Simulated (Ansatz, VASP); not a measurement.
## TiPd in VASP and in Ansatz

```
CELL_PARAMETERS angstrom
3.10453 0.00000 0.00000
0.00000 3.10453 0.00000
0.00000 0.00000 3.10453
ATOMIC_POSITIONS crystal
Ti 0.50000 0.50000 0.50000
Pd 0.00000 0.00000 0.00000
```

Alike in both runs: functional LDA; k mesh 14 × 14 × 14; occupations fermi-dirac, width 0.15 eV; no spin polarisation.

Ansatz relaxed the structure, and its values are those at the end. VASP's run is a single point on that final structure, the one shown.

|  | VASP | Ansatz |
| --- | --- | --- |
| version | VASP 6.6.1 | Ansatz 0.2.0 |
| potentials or method | VASP PAW LDA potentials, release 64 (Ti_sv, Pd), cutoff 520 eV | scalar-relativistic, plane waves, PAW |
| valence electrons in the cell | 22 | 30 |

Ansatz gave:

| Item | Value |
| --- | --- |
| gap on the k mesh at the Fermi level (eV) | none |
| pressure (GPa) | 0.0 |

Estimate VASP's values.

gap on the k mesh at the Fermi level (eV): none; pressure (GPa): 0.3.

LDA's correlation is that of Perdew and Zunger in VASP and of Perdew and Wang (1992) in Ansatz. A gap of «none» marks a metal or a gap that the smearing closes. VASP's potentials hold 22 valence electrons a cell and Ansatz's 30, so a difference there can come from the potentials and not from the codes.
